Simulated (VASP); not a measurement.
Runs of VASP 6.6.1 on Ta4Ga. The structure is that of space group Im-3m (No. 229), or close to it. The cells are those of the table. 

```csv
task,cell,k mesh,cutoff (eV),gap on the mesh (eV),pressure (GPa),relaxed volume (Å³/atom)
single point,"a = 5.125 Å, angles 109.5°, 5 atoms",10 × 10 × 10,520,none,0.0,-
relaxation of cell and atoms,"relaxed from a = 4.773 Å, angles 109.5°, 5 atoms",4 × 4 × 4,600,none,0.0,(a)
single point,"a = 5.128 Å, angles 109.5°, 5 atoms",4 × 4 × 4,520,none,0.0,-
single point,"a = 4.773 Å, angles 109.5°, 5 atoms",4 × 4 × 4,520,none,47.6,-
relaxation of cell and atoms,"relaxed from a = 5.128 Å, angles 109.5°, 5 atoms",10 × 10 × 10,600,none,0.0,20.74
```

Alike in all rows: level PBE; potentials or basis VASP PAW PBE potentials, release 64 (Ta_pv, Ga_d); no spin polarisation; smearing gaussian 0.1 eV.

Question: Fill in the values left out.

Answer: (a) 20.77.

Caveats: some runs use coarse meshes; spin-orbit coupling is left out, which moves the levels of the heavy elements; the volume moved by over 15 % at a fixed basis, so the end points are rough (some runs).

A k mesh can miss the band edges, and the runs leave out spin-orbit coupling on Ga, Ta.

A gap of «none» marks levels without a gap at the run's occupations.
